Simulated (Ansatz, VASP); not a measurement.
## CsI: VASP beside Ansatz

```
Cs I
1.0
     4.60808    0.00000    0.00000
     0.00000    4.60808    0.00000
     0.00000    0.00000    4.60808
Cs I
1 1
Direct
  0.00000 0.00000 0.00000
  0.50000 0.50000 0.50000
```

Alike in both runs: task single point; functional PBE; k mesh 4 × 4 × 4; no spin polarisation.

|  | VASP | Ansatz |
| --- | --- | --- |
| version | VASP 6.6.1 | Ansatz 0.2.0 |
| potentials or method | VASP PAW PBE potentials, release 64 (Cs_sv, I) | plane waves |
| plane-wave cutoff (eV) | 500 | 420 |
| occupations | methfessel-paxton of order 1, width 0.2 eV | cold, width 0.2 eV |
| valence electrons in the cell | 16 | 26 |

|  | VASP | Ansatz | Ansatz less VASP |
| --- | --- | --- | --- |
| gap on the k mesh at the Fermi level (eV) | 3.79 | 3.80 | +0.011 |
| pressure (GPa) | 0.4 | 0.4 | -0.02 |

VASP's potentials hold 16 valence electrons a cell and Ansatz's 26, so a difference there can come from the potentials and not from the codes.

Spin-orbit coupling is off throughout.
